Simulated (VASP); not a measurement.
# Mo (P6/mmm) in VASP: a series of runs

The runs below take Mo through single point, with PBEsol.

Program: VASP 6.6.1. These are calculated values, not measurements. Logs are shortened: lines on timing, memory, paths and dates and some standing lists are left out, and cuts for length are marked.

**1. The cell of the first run**

It takes space group P6/mmm (No. 191, hexagonal). Conventional cell: a = 2.689 Å, b = 2.689 Å, c = 2.512 Å, α = 90.00°, β = 90.00°, γ = 120.00°. Within 3.3 Å of Mo (site symmetry 6/mmm) lie 8 Mo at 2.51 to 2.69 Å.

**2. Single point, PBEsol**

Input file INCAR:

```
  ALGO = Normal
  EDIFF = 1E-7
  ENCUT = 520
  GGA = PS
  ISIF = 2
  ISMEAR = -1
  LASPH = True
  LCHARG = False
  LREAL = False
  LWAVE = False
  NBANDS = 13
  NELM = 100
  PREC = Accurate
  SIGMA = 0.15
```

Input file KPOINTS:

```
k-points
0
Gamma
  12 12 11
```

Input file POSCAR:

```
Mo
1.0
    2.6891364650      0.0000000000      0.0000000000
   -1.3445731478      2.3288593602      0.0000000000
    0.0000000000      0.0000000000      2.5118634963
Mo
1
Direct
    0.0000000000      0.0000000000      0.5000000000
```

Potentials or basis: VASP PAW PBE potentials, release 64 (Mo_sv).

Run with:

```bash
> cat potpaw_PBE.64/Mo_sv/POTCAR > POTCAR
> mpirun -np 1 vasp_std > vasp.out
```

OUTCAR:

```text
EDIFF = 1E-7
   ENCUT = 520
   GGA = PS
   ISIF = 2
   ISMEAR = -1
   LASPH = True
   LREAL = False
   NELM = 100
   PREC = Accurate

 ion  position               nearest neighbor table
   1  0.000  0.000  0.500-

  LATTYP: Found a hexagonal cell.
 ALAT       =     2.6891364650
 C/A-ratio  =     0.9340781061

  Lattice vectors:

 A1 = (   2.6891364650,   0.0000000000,   0.0000000000)
 A2 = (  -1.3445731478,   2.3288593602,   0.0000000000)
 A3 = (   0.0000000000,   0.0000000000,   2.5118634963)

Analysis of symmetry for initial positions (statically):
=====================================================================
 Subroutine PRICEL returns:
 Original cell was already a primitive cell.

 Routine SETGRP: Setting up the symmetry group for a
 hexagonal supercell.

 Subroutine GETGRP returns: Found 24 space group operations
 (whereof 24 operations were pure point group operations)
 out of a pool of 24 trial point group operations.

The static configuration has the point symmetry D_6h.

Analysis of symmetry for dynamics (positions and initial velocities):
=====================================================================
 Subroutine PRICEL returns:
 Original cell was already a primitive cell.

 Routine SETGRP: Setting up the symmetry group for a
 hexagonal supercell.

 Subroutine GETGRP returns: Found 24 space group operations
 (whereof 24 operations were pure point group operations)
 out of a pool of 24 trial point group operations.

The dynamic configuration has the point symmetry D_6h.

 Subroutine INISYM returns: Found 24 space group operations
 (whereof 24 operations are pure point group operations),
 and found     1 'primitive' translations

----------------------------------------------------------------------------------------

                                     Primitive cell

  volume of cell :      15.7308

  direct lattice vectors                    reciprocal lattice vectors
     2.689136465  0.000000000  0.000000000     0.371866587  0.214698164  0.000000000
    -1.344573148  2.328859360  0.000000000     0.000000000  0.429394757  0.000000000
     0.000000000  0.000000000  2.511863496     0.000000000  0.000000000  0.398110806

  length of vectors
     2.689136465  2.689137942  2.511863496     0.429394993  0.429394757  0.398110806

  position of ions in fractional coordinates (direct lattice)
     0.000000000  0.000000000  0.500000000

  ion indices of the primitive-cell ions
[... 75 lines left out ...]
   LREAL  =      F    real-space projection
   EDIFFG = 0.1E-05   stopping-criterion for IOM
   NSW    =      0    number of steps for IOM
   IBRION =     -1    ionic relax: 0-MD 1-quasi-New 2-CG
   NFREE  =      0    steps in history (QN), initial steepest desc. (CG)
   ISIF   =      2    stress and relaxation
   ISYM   =      2    0-nonsym 1-usesym 2-fastsym
   POTIM  = 0.5000    time-step for ionic-motion
   TEBEG  =    0.0;   TEEND  =   0.0 temperature during run
   PSTRESS=    0.0 pullay stress
   NELECT =      14.0000    total number of electrons
   NUPDOWN=      -1.0000    fix difference up-down
   EMIN   =  10.00;   EMAX   =-10.00  energy-range for DOS
   EFERMI =   0.00;   METHOD = LEGACY
   ISMEAR =    -1;   SIGMA  =   0.15  broadening in eV -4-tet -1-fermi 0-gaus
   EFERMI_NEDOS =   21; number of points for ismear=-14 and -15
   IALGO  =     38    algorithm
   IMIX   =      4    mixing-type and parameters
     AMIX     =   0.40;   BMIX     =  1.00
     AMIX_MAG =   1.60;   BMIX_MAG =  1.00
  volume/ion in A,a.u.               =      15.73       106.16
  Fermi-wavevector in a.u.,A,eV,Ry     =   1.574708  2.975767 33.738454  2.479706
  Thomas-Fermi vector in A             =   2.675802
   LORBIT       =      0    0 simple, 1 ext, 2 COOP (PROOUT), +10 PAW based schemes
   GGA     = PS    functional components
   LHFCALC =     F    Hartree Fock is set to
   AEXX    =    0.0000 exact exchange contribution
   IVDW    =     0    specifies the selected vdW correction
   LEPSILON=     F    determine dielectric tensor
   LRPA    =     F    only Hartree local field effects (RPA)
 non-spin polarized calculation
  energy-cutoff  :      520.00
  volume of cell :       15.73
 maximum number of plane-waves:       438
 NGX is ok and might be reduce to    20
   NGX =  9   NGY =  9   NGZ =  9

 number of electron      13.9999999 magnetization

 Free energy of the ion-electron system (eV)
  ---------------------------------------------------
  ext. energy  EPLUGINS =         0.00000000
  ---------------------------------------------------
  free energy    TOTEN  =       -10.88693114 eV

  energy without entropy =      -10.81826992  energy(sigma->0) =      -10.85260053

 E-fermi :  12.2684     XC(G=0): -13.4022

 val. band max:       12.2681090663   @ k =   0.1667   0.1667   0.3636
 cond. band min:      12.2789151339   @ k =   0.0833   0.0833   0.1818
 fundamental gap:      0.0108060676
 Fermi energy:        12.2683820366

 k-point     1 :       0.0000    0.0000    0.0000
  band No.  band energies     occupation
      1     -48.7353      2.00000
      2     -21.9058      2.00000
      3     -21.9058      2.00000
      4     -21.8535      2.00000
      5       5.2398      2.00000
      6       7.6097      2.00000
      7      11.2385      1.99792
      8      11.2385      1.99792
      9      16.6603      0.00000
     10      16.6603      0.00000
     11      25.2495      0.00000
     12      28.4060      0.00000
     13      33.3339      0.00000
[... 354 lines left out ...]
  band No.  band energies     occupation
      1     -48.5072      2.00000
      2     -23.1222      2.00000
      3     -22.1732      2.00000
      4     -21.8774      2.00000
      5       7.4696      2.00000
      6       8.8206      2.00000
      7      11.1827      1.99856
      8      14.0101      0.00002
      9      14.9667      0.00000
     10      15.7015      0.00000
     11      25.2319      0.00000
     12      28.9037      0.00000
     13      30.0276      0.00000

 [... further k-points ...]
[... 5 lines left out ...]
  --------------------------------------------------------------------------------------
  -------------------------------------------------------------------------------------
  Total        1.2421883      1.2421870     -0.0102642     -0.0000026      0.0000000      0.0000000
  in kB      126.5161195    126.5159965     -1.0454039     -0.0002670      0.0000000      0.0000000
  external PRESSURE =      83.9955707 kB  Pullay stress =       0.0000000 kB

 VOLUME and BASIS-vectors are now :
 -----------------------------------------------------------------------------
  energy-cutoff  :      520.00
  volume of cell :       15.73
      direct lattice vectors                 reciprocal lattice vectors
     2.689136465  0.000000000  0.000000000     0.371866587  0.214698164  0.000000000
    -1.344573148  2.328859360  0.000000000     0.000000000  0.429394757  0.000000000
     0.000000000  0.000000000  2.511863496     0.000000000  0.000000000  0.398110806

 POSITION                                       TOTAL-FORCE (eV/Angst)
 -----------------------------------------------------------------------------------
      0.00000      0.00000      1.25593         0.000000      0.000000      0.000000
 -----------------------------------------------------------------------------------
    total drift:                                0.000000      0.000000     -0.000000

  FREE ENERGIE OF THE ION-ELECTRON SYSTEM (eV)
  ---------------------------------------------------
  free  energy   TOTEN  =       -10.8869311407 eV

  energy  without entropy=      -10.8182699224  energy(sigma->0) =      -10.85260053
```

It took 21 s on 1 thread of Intel Xeon 8259CL, shared host; peak memory 0.14 GiB.

What came out:

| Quantity | Value |
| --- | --- |
| Free energy | -10.8869 eV |
| Pressure | 8.4 GPa |
| Band gap on the k mesh | zero (band 7 reaches 13.24 eV, above the bottom of band 8 at 11.24 eV) |

Levels at points of the mesh, in eV from the Fermi level:
```tsv
k point	band 5	band 6	band 7	band 8	band 9	band 10
(0.00, 0.00, 0.00)	-7.03	-4.66	-1.03	-1.03	4.39	4.39
(0.50, 0.00, 0.00)	-5.29	-3.33	0.97	1.14	3.66	4.73
```

Caveat: the PAW data sets were made with another functional, which shifts forces and pressure a little.

**3. Single point, PBEsol**

This run uses another cell than the first one, of 16.23 Å³/atom, 1.032 times its volume.

Input file INCAR:

```
SYSTEM = Mo
PREC     = Accurate       ! precision mode
ENCUT    = 520            ! plane-wave cutoff, eV
EDIFF    = 1E-7           ! SCF threshold, eV
ISMEAR   = -1             ! smearing method
SIGMA    = 0.15           ! smearing width, eV
LREAL    = .False.        ! projectors in reciprocal space
LASPH    = .True.         ! aspherical terms in the spheres
NELM     = 80             ! most SCF steps
ALGO     = Normal         ! electronic algorithm
ISIF     = 2              ! what is computed and relaxed
LWAVE    = .False.        ! write WAVECAR
LCHARG   = .False.        ! write CHGCAR
GGA      = PS             ! functional
NBANDS   = 13             ! bands
```

Input file KPOINTS:

```
regular mesh
0
Gamma
  12 12 11
  0 0 0
```

Input file POSCAR:

```
Mo
1.0
    2.7171503193      0.0000000000      0.0000000000
   -1.3585801261      2.3531200578      0.0000000000
    0.0000000000      0.0000000000      2.5380306242
Mo
1
Direct
    0.0000000000      0.0000000000      0.5000000000
```

Potentials or basis: VASP PAW PBE potentials, release 64 (Mo_sv).

Run with:

```bash
> cat potpaw_PBE.64/Mo_sv/POTCAR > POTCAR
> mpirun -np 1 vasp_std > vasp.out
```

Wall time 21 s (1 thread of Intel Xeon 8259CL, shared host); peak memory 0.14 GiB.

It converged, with:

```
Free energy            : -10.9012 eV
Pressure               : 0.9 GPa
Band gap on the k mesh : zero (band 7 reaches 12.73 eV, above the bottom of band 8 at 10.81 eV)
```

Stress tensor (GPa, compression positive):
```
 4.66  0.00  0.00
 0.00  4.66  0.00
 0.00  0.00 -6.72
```

Levels at points of the mesh, in eV from the Fermi level:
| k point | band 4 | band 5 | band 6 | band 7 | band 8 | band 9 | band 10 | band 11 |
| --- | --- | --- | --- | --- | --- | --- | --- | --- |
| (0.00, 0.00, 0.00) | -34.20 | -6.93 | -4.49 | -0.97 | -0.97 | 4.20 | 4.20 | 12.97 |
| (0.50, 0.00, 0.00) | -34.03 | -5.09 | -3.25 | 0.95 | 1.05 | 3.50 | 4.53 | 10.37 |

Caveat: the PAW data sets were made with another functional, which shifts forces and pressure a little.

**4. Single point, PBEsol**

This run uses another cell than the first one, of 16.72 Å³/atom, 1.063 times its volume.

Input file INCAR:

```
SYSTEM = Mo
ALGO = Normal
EDIFF = 1E-7
ENCUT = 520
GGA = PS
ISIF = 2
ISMEAR = -1
LASPH = .True.
LCHARG = .False.
LREAL = .False.
LWAVE = .False.
NBANDS = 13
NELM = 80
PREC = Accurate
SIGMA = 0.15
```

Input file KPOINTS:

```
k-points
0
Gamma
  12 12 11
  0 0 0
```

Input file POSCAR:

```
Mo
1.0
    2.7445981399      0.0000000000      0.0000000000
   -1.3723040865      2.3768905562      0.0000000000
    0.0000000000      0.0000000000      2.5636690325
Mo
1
Direct
    0.0000000000      0.0000000000      0.5000000000
```

Potentials or basis: VASP PAW PBE potentials, release 64 (Mo_sv).

Run with:

```bash
> cat potpaw_PBE.64/Mo_sv/POTCAR > POTCAR
> mpirun -np 1 vasp_std > vasp.out
```

OUTCAR:

```text
SYSTEM = Mo
   EDIFF = 1E-7
   ENCUT = 520
   GGA = PS
   ISIF = 2
   ISMEAR = -1
   LASPH = .True.
   LREAL = .False.
   NELM = 80
   PREC = Accurate

 ion  position               nearest neighbor table
   1  0.000  0.000  0.500-

  LATTYP: Found a hexagonal cell.
 ALAT       =     2.7445981399
 C/A-ratio  =     0.9340781061

  Lattice vectors:

 A1 = (   2.7445981399,   0.0000000000,   0.0000000000)
 A2 = (  -1.3723040865,   2.3768905562,   0.0000000000)
 A3 = (   0.0000000000,   0.0000000000,   2.5636690325)

Analysis of symmetry for initial positions (statically):
=====================================================================
 Subroutine PRICEL returns:
 Original cell was already a primitive cell.

 Routine SETGRP: Setting up the symmetry group for a
 hexagonal supercell.

 Subroutine GETGRP returns: Found 24 space group operations
 (whereof 24 operations were pure point group operations)
 out of a pool of 24 trial point group operations.

The static configuration has the point symmetry D_6h.

Analysis of symmetry for dynamics (positions and initial velocities):
[... 158 lines left out ...]
 val. band max:       11.3009416924   @ k =   0.0833  -0.0000   0.3636
 cond. band min:      11.3274120862   @ k =   0.5000  -0.0000   0.3636
 fundamental gap:      0.0264703939
 Fermi energy:        11.3270640872

 k-point     1 :       0.0000    0.0000    0.0000
  band No.  band energies     occupation
      1     -49.6528      2.00000
      2     -22.9687      2.00000
      3     -22.9687      2.00000
      4     -22.9373      2.00000
      5       4.4913      2.00000
      6       7.0048      2.00000
      7      10.4090      1.99561
      8      10.4091      1.99561
      9      15.3471      0.00000
     10      15.3471      0.00000
     11      24.2795      0.00000
     12      26.9321      0.00000
     13      31.6757      0.00000
[... 354 lines left out ...]
  band No.  band energies     occupation
      1     -49.4729      2.00000
      2     -23.9749      2.00000
      3     -23.1910      2.00000
      4     -22.9596      2.00000
      5       6.7963      2.00000
      6       8.0706      2.00000
      7      10.2558      1.99842
      8      12.9264      0.00005
      9      13.8349      0.00000
     10      14.4866      0.00000
     11      23.6264      0.00000
     12      27.2798      0.00000
     13      28.5632      0.00000

 [... further k-points ...]
[... 5 lines left out ...]
  --------------------------------------------------------------------------------------
  -------------------------------------------------------------------------------------
  Total       -0.2296899     -0.2296897     -1.2831712      0.0000005      0.0000000      0.0000000
  in kB      -22.0040455    -22.0040241   -122.9264346      0.0000464      0.0000000      0.0000000
  external PRESSURE =     -55.6448347 kB  Pullay stress =       0.0000000 kB

 VOLUME and BASIS-vectors are now :
 -----------------------------------------------------------------------------
  energy-cutoff  :      520.00
  volume of cell :       16.72
      direct lattice vectors                 reciprocal lattice vectors
     2.744598140  0.000000000  0.000000000     0.364352065  0.210359634  0.000000000
    -1.372304087  2.376890556  0.000000000     0.000000000  0.420717730  0.000000000
     0.000000000  0.000000000  2.563669033     0.000000000  0.000000000  0.390065951

 POSITION                                       TOTAL-FORCE (eV/Angst)
 -----------------------------------------------------------------------------------
      0.00000      0.00000      1.28183         0.000000      0.000000      0.000000
 -----------------------------------------------------------------------------------
    total drift:                               -0.000000      0.000000     -0.000000

  FREE ENERGIE OF THE ION-ELECTRON SYSTEM (eV)
  ---------------------------------------------------
  free  energy   TOTEN  =       -10.8939302017 eV

  energy  without entropy=      -10.8172934389  energy(sigma->0) =      -10.85561182
```

OSZICAR:

```text
N       E                     dE             d eps       ncg     rms          rms(c)
DAV:   1     0.111197337254E+03    0.11120E+03   -0.91718E+03  2996   0.111E+03
DAV:   2    -0.100249438624E+02   -0.12122E+03   -0.11744E+03  3374   0.331E+02
DAV:   3    -0.114522277225E+02   -0.14273E+01   -0.14221E+01  3474   0.368E+01
DAV:   4    -0.114564964170E+02   -0.42687E-02   -0.42686E-02  3334   0.226E+00
DAV:   5    -0.114565313571E+02   -0.34940E-04   -0.34940E-04  3554   0.172E-01    0.138E+01
DAV:   6    -0.109596483680E+02    0.49688E+00   -0.64581E-01  3034   0.938E+00    0.407E+00
DAV:   7    -0.108977818786E+02    0.61866E-01   -0.11074E-01  3279   0.364E+00    0.722E-01
DAV:   8    -0.108939031678E+02    0.38787E-02   -0.36612E-03  3074   0.748E-01    0.971E-02
DAV:   9    -0.108939247138E+02   -0.21546E-04   -0.48096E-05  3655   0.805E-02    0.554E-02
DAV:  10    -0.108939302207E+02   -0.55068E-05   -0.67395E-06  3124   0.275E-02    0.296E-03
DAV:  11    -0.108939302017E+02    0.18918E-07   -0.25971E-07  3579   0.543E-03
   1 F= -.10893930E+02 E0= -.10855612E+02  d E =-.766368E-01
```

stdout:

```text
POSCAR found type information on POSCAR Mo
 POSCAR found :  1 types and       1 ions
 scaLAPACK will be used
 -----------------------------------------------------------------------------
|                                                                             |
|                                                                             |
|     You enforced a specific xc type in the INCAR file but a different       |
|     I HOPE YOU KNOW WHAT YOU ARE DOING!                                     |
|                                                                             |
 -----------------------------------------------------------------------------

 LDA part: xc-table for (Slater+PW92), standard interpolation
 POSCAR, INCAR and KPOINTS ok, starting setup
 FFT: planning ... GRIDC
 FFT: planning ... GRID_SOFT
 FFT: planning ... GRID
 WAVECAR not read
 entering main loop
```

It took 20 s on 1 thread of Intel Xeon 8259CL, shared host; peak memory 0.14 GiB.

What came out:

```
Free energy            : -10.8939 eV
Pressure               : -5.6 GPa
Band gap on the k mesh : zero (band 7 reaches 12.25 eV, above the bottom of band 8 at 10.41 eV)
```

Stress tensor (GPa, compression positive):
```
 -2.20   0.00   0.00
  0.00  -2.20   0.00
  0.00   0.00 -12.29
```

Levels at points of the mesh, in eV from the Fermi level:
```csv
k point,band 5,band 6,band 7,band 8,band 9,band 10
"(0.00, 0.00, 0.00)",-6.84,-4.32,-0.92,-0.92,4.02,4.02
"(0.50, 0.00, 0.00)",-4.91,-3.17,0.93,0.97,3.36,4.35
```

Caveat: the PAW data sets were made with another functional, which shifts forces and pressure a little.

[end of part 1 of 2]
